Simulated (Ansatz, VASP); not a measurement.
## TaN: VASP beside Ansatz

```
CELL_PARAMETERS angstrom
5.23986 0.00000 0.00000
-2.61993 4.53785 0.00000
0.00000 0.00000 2.90418
ATOMIC_POSITIONS crystal
Ta 0.00000 0.00000 0.00000
Ta 0.33333 0.66667 0.50000
Ta 0.66667 0.33333 0.50000
N 0.50000 0.00000 0.00000
N 0.50000 0.50000 0.00000
N 0.00000 0.50000 0.00000
```

Alike in both runs: functional r2SCAN; k mesh 9 × 9 × 12; occupations gaussian, width 0.1 eV; no spin polarisation.

Ansatz relaxed the structure, and its values are those at the end. VASP's run is a single point on that final structure, the one shown.

|  | VASP | Ansatz |
| --- | --- | --- |
| version | VASP 6.6.1 | Ansatz 0.2.0 |
| potentials or method | VASP PAW PBE potentials, release 64 (Ta_pv, N), cutoff 520 eV | scalar-relativistic, plane waves, PAW |
| valence electrons in the cell | 48 | 54 |

|  | VASP | Ansatz | Ansatz less VASP |
| --- | --- | --- | --- |
| gap on the k mesh at the Fermi level (eV) | none | none | - |
| pressure (GPa) | 1.7 | 0.0 | -1.64 |

VASP's potentials were made for PBE, not for r2SCAN. A gap of «none» marks a metal or a gap that the smearing closes. The functional is the same, so the differences come from potentials, cutoffs and numerics. VASP's potentials hold 48 valence electrons a cell and Ansatz's 54, so a difference there can come from the potentials and not from the codes.

Neither program's run includes spin-orbit coupling.
